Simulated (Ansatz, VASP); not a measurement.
## GeSbTe3 in VASP and in Ansatz

INCAR

```
SYSTEM = GeSbTe3
PREC = Accurate
ENCUT = 520
EDIFF = 1E-6
ISMEAR = 0
SIGMA = 0.1
LREAL = .False.
LASPH = .True.
NELM = 60
ALGO = Normal
ISIF = 2
LWAVE = .False.
LCHARG = .False.
GGA = PE
NBANDS = 26
```

The input KPOINTS:

```
regular mesh
0
Gamma
  4 4 4
  0 0 0
```

Contents of POSCAR:

```
GeSbTe3
1.0
    4.8635511700      0.0000000000      0.0000000000
    0.0000000000      4.8635511700      0.0000000000
    0.0000000000      0.0000000000      6.1541174900
Ge Sb Te
1 1 3
Direct
    0.5000000000      0.5000000000      0.6620000000
    0.0000000000      0.0000000000      0.0000000000
    0.5000000000      0.5000000000      0.1059000000
    0.0000000000      0.5000000000      0.5000000000
    0.5000000000      0.0000000000      0.5000000000
```

Input for Ansatz:

```yaml
crystal:
  lattice:
    - [4.86355117, 0.0, 0.0]
    - [0.0, 4.86355117, 0.0]
    - [0.0, 0.0, 6.15411749]
  atoms:
    - { symbol: Ge, position: [0.5, 0.5, 0.662] }
    - { symbol: Sb, position: [0.0, 0.0, 0.0] }
    - { symbol: Te, position: [0.5, 0.5, 0.1059] }
    - { symbol: Te, position: [0.0, 0.5, 0.5] }
    - { symbol: Te, position: [0.5, 0.0, 0.5] }
basis:
  ecutwfc: 420
kpoints:
  mp_grid: { grid: [4, 4, 4] }
hamiltonian:
  xc: pbe
scf:
  occupations: { method: gaussian, width: 0.1 }
  lower_state_search: "off"
output:
  forces: true
  stress: true
  eigenvalues: true
```

Change from the starting cell: species swapped into the NdBPt3 type (P4mm, No. 99).

Alike in both runs: task single point; functional PBE; k mesh 4 × 4 × 4; occupations gaussian, width 0.1 eV; no spin polarisation.

```csv
,VASP,Ansatz
version,VASP 6.6.1,Ansatz 0.2.0
potentials or method,"VASP PAW PBE potentials, release 64 (Ge_d, Sb, Te), cutoff 520 eV","scalar-relativistic, plane waves, PAW"
valence electrons in the cell,37,77
```

```csv
,VASP,Ansatz,Ansatz less VASP
gap on the k mesh at the Fermi level (eV),none,none,-
pressure (GPa),3.0,3.1,+0.05
"traceless stress, the component that is largest in VASP (GPa)",-0.21,-0.21,-0.001
rms of the force components (eV/Å),0.567,0.567,+0.0002
```

Atom by atom the forces differ by 0.003 eV/Å (rms over components). A gap of «none» marks a metal or a gap that the smearing closes. The functional is the same, so the differences come from potentials, cutoffs and numerics. VASP's potentials hold 37 valence electrons a cell and Ansatz's 77, so a difference there can come from the potentials and not from the codes.

Spin-orbit coupling is off throughout.
